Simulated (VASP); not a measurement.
Write the native input for VASP 6.6.1 that does the following.

```yaml
Task: single point
Functional: PBE
Potentials_or_basis: VASP PAW PBE potentials, release 64 (Si, Ge_d)
Cutoff: 520 eV
k_mesh: 6 × 6 × 1
Occupations: gaussian, width 0.1 eV
Spin: no spin polarisation
Dipole_correction: no
Further_INCAR_settings: ALGO = Normal; EDIFF = 1e-06; NBANDS = 26
```

The structure of Si5Ge lies in POSCAR:

```
Si5Ge
1.0
    2.6705660479     -0.0000000029      0.0000000000
   -1.3352830215      2.3127780414      0.0000000000
    0.0000000000      0.0000000000     15.4078093362
Si Ge
5 1
Direct
    0.3333333333      0.6666666667      0.8462184287
    0.3333333333      0.6666666667      0.1537815713
    0.6666666667      0.3333333333      0.0000000000
    0.6666666667      0.3333333333      0.3183994876
    0.6666666667      0.3333333333      0.6816005124
    0.3333333333      0.6666666667      0.5000000000
```

The input as run:

INCAR

```
PREC     = Accurate       # precision mode
ENCUT    = 520            # plane-wave cutoff, eV
EDIFF    = 1E-6           # SCF threshold, eV
ISMEAR   = 0              # smearing method
SIGMA    = 0.1            # smearing width, eV
LREAL    = F              # projectors in reciprocal space
LASPH    = T              # aspherical terms in the spheres
NELM     = 60             # most SCF steps
ALGO     = Normal         # electronic algorithm
ISIF     = 2              # what is computed and relaxed
LWAVE    = F              # write WAVECAR
LCHARG   = F              # write CHGCAR
GGA      = PE             # functional
NBANDS   = 26             # bands
```

KPOINTS

```
Automatic mesh
0
Gamma
  6 6 1
```

Potentials or basis: VASP PAW PBE potentials, release 64 (Si, Ge_d).

Launch:

```sh
$ cat potpaw_PBE.64/Si/POTCAR potpaw_PBE.64/Ge_d/POTCAR > POTCAR
$ mpirun -np 1 vasp_std > vasp.out
```

Results of the run:

```
Pressure               : 0.0 GPa
Largest force          : 0.014 eV/Å
Band gap on the k mesh : zero (bands 17 and 18 overlap by 9.20 eV)
```

Caveat: the k points lie up to 0.45 Å⁻¹ apart, too coarse for converged energies and pressures of a metal.

It took 51 s on 1 thread of Intel Xeon 8259CL, with other jobs on the host, peak memory 0.2 GiB.
